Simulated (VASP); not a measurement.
# ZrGaH4 (P4/mmm) in VASP: notebook, part 2 of 2

VASP 6.6.1. Earlier steps stand in the parts before.

## 3. Single point, PBE

This run uses another cell than the first one, of 12.83 Å³/atom.

File INCAR:

```
SYSTEM = ZrGaH4
PREC     = Accurate       ! precision mode
ENCUT    = 520            ! plane-wave cutoff, eV
EDIFF    = 1E-7           ! SCF threshold, eV
ISMEAR   = 0              ! smearing method
SIGMA    = 0.1            ! smearing width, eV
LREAL    = .False.        ! projectors in reciprocal space
LASPH    = .True.         ! aspherical terms in the spheres
NELM     = 60             ! most SCF steps
ALGO     = Normal         ! electronic algorithm
ISIF     = 2              ! what is computed and relaxed
LWAVE    = .False.        ! write WAVECAR
LCHARG   = .False.        ! write CHGCAR
GGA      = PE             ! functional
NBANDS   = 24             ! bands
```

File KPOINTS:

```
regular mesh
0
Gamma
  4 4 4
  0 0 0
```

File POSCAR:

```
ZrGaH4
1.0
    3.7893606300      0.0000000000      0.0000000000
    0.0000000000      3.7893606300      0.0000000000
    0.0000000000      0.0000000000      5.3589652000
Zr Ga H
1 1 4
Direct
    0.5000000000      0.5000000000      0.5000000000
    0.0000000000      0.0000000000      0.0000000000
    0.5000000000      0.0000000000      0.2500000000
    0.0000000000      0.5000000000      0.7500000000
    0.5000000000      0.0000000000      0.7500000000
    0.0000000000      0.5000000000      0.2500000000
```

Potentials or basis: VASP PAW PBE potentials, release 64 (Zr_sv, Ga_d, H).

Command:

```
> cat potpaw_PBE.64/Zr_sv/POTCAR potpaw_PBE.64/Ga_d/POTCAR potpaw_PBE.64/H/POTCAR > POTCAR
> mpirun -np 1 vasp_std > vasp.out
```

OUTCAR:

```text
SYSTEM = ZrGaH4
   PREC = Accurate
   ENCUT = 520
   EDIFF = 1E-7
   ISMEAR = 0
   LREAL = .False.
   LASPH = .True.
   NELM = 60
   ISIF = 2
   GGA = PE

 ion  position               nearest neighbor table
   1  0.500  0.500  0.500-   3 2.32   4 2.32   5 2.32   6 2.32   3 2.32   5 2.32   4 2.32   6 2.32

   2  0.000  0.000  0.000-
   3  0.500  0.000  0.250-   1 2.32   1 2.32
   4  0.000  0.500  0.750-   1 2.32   1 2.32
   5  0.500  0.000  0.750-   1 2.32   1 2.32
   6  0.000  0.500  0.250-   1 2.32   1 2.32
[... 684 lines left out ...]
  -------------------------------------------------------------------------------------
  Total       -6.5874753     -6.5874753     -5.5657464      0.0000000      0.0000000     -0.0000000
  in kB     -137.1566181   -137.1566181   -115.8833874      0.0000000      0.0000000     -0.0000000
  external PRESSURE =    -130.0655412 kB  Pullay stress =       0.0000000 kB

 VOLUME and BASIS-vectors are now :
 -----------------------------------------------------------------------------
  energy-cutoff  :      520.00
  volume of cell :       76.95
      direct lattice vectors                 reciprocal lattice vectors
     3.789360630  0.000000000  0.000000000     0.263896762  0.000000000  0.000000000
     0.000000000  3.789360630  0.000000000     0.000000000  0.263896762  0.000000000
     0.000000000  0.000000000  5.358965200     0.000000000  0.000000000  0.186603190

 POSITION                                       TOTAL-FORCE (eV/Angst)
 -----------------------------------------------------------------------------------
      1.89468      1.89468      2.67948         0.000000     -0.000000      0.000000
      0.00000      0.00000      0.00000         0.000000     -0.000000      0.000000
      1.89468      0.00000      1.33974         0.000000     -0.000000      0.737269
      0.00000      1.89468      4.01922        -0.000000      0.000000     -0.737269
      1.89468      0.00000      4.01922        -0.000000     -0.000000     -0.737269
      0.00000      1.89468      1.33974         0.000000     -0.000000      0.737269
 -----------------------------------------------------------------------------------
    total drift:                               -0.000000      0.000000      0.000000

  FREE ENERGIE OF THE ION-ELECTRON SYSTEM (eV)
  ---------------------------------------------------
  free  energy   TOTEN  =       -23.5929170091 eV

  energy  without entropy=      -23.5798346229  energy(sigma->0) =      -23.58637582
```

OSZICAR:

```text
N       E                     dE             d eps       ncg     rms          rms(c)
DAV:   1     0.222921854972E+03    0.22292E+03   -0.13526E+04   920   0.146E+03
DAV:   2    -0.278175254421E+01   -0.22570E+03   -0.21411E+03   952   0.399E+02
DAV:   3    -0.247586988441E+02   -0.21977E+02   -0.21662E+02  1296   0.988E+01
DAV:   4    -0.263688320758E+02   -0.16101E+01   -0.15954E+01  1304   0.186E+01
DAV:   5    -0.264080436572E+02   -0.39212E-01   -0.39204E-01  1152   0.236E+00    0.987E+00
DAV:   6    -0.237874430929E+02    0.26206E+01   -0.27582E+00   888   0.930E+00    0.284E+00
DAV:   7    -0.236063366536E+02    0.18111E+00   -0.77422E-01  1272   0.486E+00    0.110E+00
DAV:   8    -0.235929409968E+02    0.13396E-01   -0.11476E-01  1056   0.169E+00    0.446E-01
DAV:   9    -0.235948033871E+02   -0.18624E-02   -0.22050E-02   976   0.107E+00    0.343E-01
DAV:  10    -0.235929019896E+02    0.19014E-02   -0.79870E-03   984   0.515E-01    0.805E-02
DAV:  11    -0.235929163177E+02   -0.14328E-04   -0.74935E-04  1200   0.175E-01    0.333E-02
DAV:  12    -0.235929149121E+02    0.14056E-05   -0.52083E-05  1096   0.432E-02    0.110E-02
DAV:  13    -0.235929162655E+02   -0.13534E-05   -0.11094E-05  1288   0.254E-02    0.329E-03
DAV:  14    -0.235929169324E+02   -0.66692E-06   -0.50324E-07  1072   0.534E-03    0.184E-03
DAV:  15    -0.235929170091E+02   -0.76714E-07   -0.58846E-07  1040   0.501E-03
   1 F= -.23592917E+02 E0= -.23586376E+02  d E =-.130824E-01
```

Run time: 65 s. Hardware: 1 thread of Intel Xeon 8259CL, shared host; peak memory 0.2 GiB.

What came out:

```yaml
Free_energy: -23.5929 eV
Pressure: -13.0 GPa
Largest_force: 0.737 eV/Å
Band_gap_on_the_k_mesh: zero (an odd number of electrons rules out a gap without spin polarisation)
```

Forces on the atoms (eV/Å):
```
Zr   0.000  0.000  0.000
Ga   0.000  0.000  0.000
H    0.000  0.000  0.737
H    0.000  0.000 -0.737
H    0.000  0.000 -0.737
H    0.000  0.000  0.737
```

Caveat: the k points lie up to 0.41 Å⁻¹ apart, too coarse for converged energies and pressures of a metal.

## 4. Relaxation of cell and atoms, PBE

This run uses another cell than the first one, of 12.83 Å³/atom.

File INCAR:

```
PREC = Accurate
ENCUT = 600
EDIFF = 1E-7
ISMEAR = 0
SIGMA = 0.1
LREAL = F
LASPH = T
NELM = 80
ALGO = Normal
ISIF = 3
LWAVE = F
LCHARG = F
GGA = PE
IBRION = 2
NSW = 90
EDIFFG = -0.04
```

File KPOINTS:

```
Automatic mesh
0
Gamma
  4 4 4
```

POSCAR is that of step 3.

Command:

```
> cat potpaw_PBE.64/Zr_sv/POTCAR potpaw_PBE.64/Ga_d/POTCAR potpaw_PBE.64/H/POTCAR > POTCAR
> mpirun -np 1 vasp_std > vasp.out
```

Wall time 9.8 min (1 thread of Intel Xeon 8259CL, shared host); peak memory 0.23 GiB.

It converged, with:

* Free energy: -24.7872 eV
* Relaxed volume: 9.13 Å³/atom
* Relaxed cell: a = 3.476 Å, b = 3.476 Å, c = 4.532 Å, α = 90.00°, β = 90.00°, γ = 90.00°
* Space group after relaxing (to 0.1 Å): P4/mmm (No. 123)
* Energy gained by relaxing: 199.0 meV/atom
* Ionic steps: 13
* Pressure after relaxing: 0.1 GPa
* Largest force after relaxing: 0.019 eV/Å
* Band gap on the k mesh: zero (an odd number of electrons rules out a gap without spin polarisation)

Forces on the atoms (eV/Å):
```
Zr   0.000  0.000  0.000
Ga   0.000  0.000  0.000
H    0.000  0.000 -0.019
H    0.000  0.000  0.019
H    0.000  0.000  0.019
H    0.000  0.000 -0.019
```

Stress tensor (GPa, compression positive):
```
0.01 0.00 0.00
0.00 0.01 0.00
0.00 0.00 0.28
```

Step by step:
```tsv
step	energy change (eV)	largest force (eV/Å)	pressure (GPa)	volume (Å³)
1	0.0000	0.7370	-12.95	76.95
2	-0.8462	0.3752	-8.66	65.97
3	-1.1281	0.0115	-1.42	58.30
4	-1.1317	0.0476	-0.06	57.28
5	-1.1316	0.0266	-0.54	57.63
6	-1.1446	0.0462	-0.68	57.37
7	-1.1762	0.0634	-0.74	56.56
8	-1.1729	0.0784	-0.60	54.77
9	-1.1881	0.0696	-0.76	55.81
10	-1.1883	0.0697	-0.76	55.68
11	-1.1916	0.0683	0.52	54.64
12	-1.1916	0.0686	0.39	54.75
13	-1.1938	0.0189	0.10	54.76
```

Final structure:
```xyz
6
Lattice="3.4762 0.0000 0.0000 0.0000 3.4762 0.0000 0.0000 0.0000 4.5315" Properties=species:S:1:pos:R:3 pbc="T T T"
Zr    1.7381    1.7381    2.2658
Ga    0.0000    0.0000    0.0000
H     1.7381    0.0000    1.1572
H     0.0000    1.7381    3.3743
H     1.7381    0.0000    3.3743
H     0.0000    1.7381    1.1572
```

Levels at points of the mesh, in eV from the Fermi level:
```
           k point  band 13  band 14  band 15  band 16  band 17  band 18
(0.00, 0.00, 0.00)    -2.38    -0.29     1.35     1.35     2.61     2.78
(0.50, 0.00, 0.00)    -2.20    -1.41     0.60     1.10     1.68     3.64
(0.50, 0.50, 0.00)    -4.39    -4.39    -0.70     0.88     1.90     3.48
(0.00, 0.00, 0.50)    -1.80     0.19     0.19     0.43     2.79     4.44
(0.50, 0.00, 0.50)    -5.21     0.57     1.09     1.12     1.33     4.07
(0.50, 0.50, 0.50)    -3.48    -3.48    -3.02     1.81     2.36     3.49
```

Caveat: the k points lie up to 0.45 Å⁻¹ apart in the final cell, too coarse for converged energies and pressures of a metal; the volume moved by over 15 % at a fixed basis, so the end points are rough.

## 5. Summary

| task | cell | cutoff (eV) | gap on the mesh (eV) | pressure (GPa) | largest force (eV/Å) |
| --- | --- | --- | --- | --- | --- |
| single point | a = 3.470, b = 3.470, c = 4.545 Å, 6 atoms, atomic positions A | 520 | none | 0.0 | - |
| single point | a = 3.789, b = 3.789, c = 5.359 Å, 6 atoms, atomic positions B | 520 | none | -13.0 | 0.74 |
| relaxation of cell and atoms | relaxed from a = 3.789, b = 3.789, c = 5.359 Å, 6 atoms, atomic positions B | 600 | none | 0.1 | 0.02 |

Alike in all rows: level PBE; potentials or basis VASP PAW PBE potentials, release 64 (Zr_sv, Ga_d, H); no spin polarisation; k mesh 4 × 4 × 4; smearing gaussian 0.1 eV.

Caveats: all runs use coarse meshes; the volume moved by over 15 % at a fixed basis, so the end points are rough (at least some runs).

Total energies depend on the potentials used, so only differences within one code and one set of settings carry meaning.
